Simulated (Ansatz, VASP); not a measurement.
## Rh: VASP beside Ansatz

File POSCAR:

```
Rh
1.0
    0.0000000000      1.9029860865      1.9029860865
    1.9029860865      0.0000000000      1.9029860865
    1.9029860865      1.9029860865      0.0000000000
Rh
1
Direct
    0.0000000000      0.0000000000      0.0000000000
```

File INCAR.step1:

```
SYSTEM = Rh
PREC = Accurate ; ENCUT = 580
ISMEAR = 0 ; SIGMA = 0.1
LREAL = .False. ; LASPH = .True.
NELM = 120 ; NBANDS = 14
GGA = PE ; ALGO = Normal
EDIFF = 1E-5 ; LWAVE = .True.
LCHARG = .False. ; GGA_COMPAT = .False.
```

The input INCAR.step2:

```
SYSTEM = Rh
PREC = Accurate ; ENCUT = 580
EDIFF = 1E-6 ; ISMEAR = 0
SIGMA = 0.1 ; LREAL = .False.
LASPH = .True. ; NELM = 120
ALGO = Normal ; ISIF = 2
LWAVE = .False. ; LCHARG = .True.
METAGGA = R2SCAN ; LMIXTAU = .True.
LELF = .True. ; LVHAR = .True.
NBANDS = 14 ; ISTART = 1
GGA_COMPAT = .False.
```

Contents of KPOINTS:

```
Automatic mesh
0
Gamma
  8 8 8
  0 0 0
```

Input for Ansatz:

```yaml
crystal:
  lattice:
    - [0.0, 1.9029860865, 1.9029860865]
    - [1.9029860865, 0.0, 1.9029860865]
    - [1.9029860865, 1.9029860865, 0.0]
  atoms:
    - { symbol: Rh, position: [0.0, 0.0, 0.0] }
basis:
  ecutwfc: 500
kpoints:
  mp_grid: { grid: [8, 8, 8] }
hamiltonian:
  xc: r2scan
scf:
  occupations: { method: gaussian, width: 0.1 }
output:
  forces: true
  stress: true
  eigenvalues: true
```

Alike in both runs: task single point; functional r2SCAN; k mesh 8 × 8 × 8; occupations gaussian, width 0.1 eV; no spin polarisation.

|  | VASP | Ansatz |
| --- | --- | --- |
| version | VASP 6.6.1 | Ansatz 0.2.0 |
| potentials or method | VASP PAW PBE potentials, release 64 (Rh_sv_GW), cutoff 580 eV | scalar-relativistic, plane waves, PAW |
| valence electrons in the cell | 17 | 17 |

```tsv
	VASP	Ansatz	Ansatz less VASP
gap on the k mesh at the Fermi level (eV)	none	none	-
pressure (GPa)	-2.2	-0.6	+1.58
```

VASP's potentials were made for PBE, not for r2SCAN. A gap of «none» marks a metal or a gap that the smearing closes.
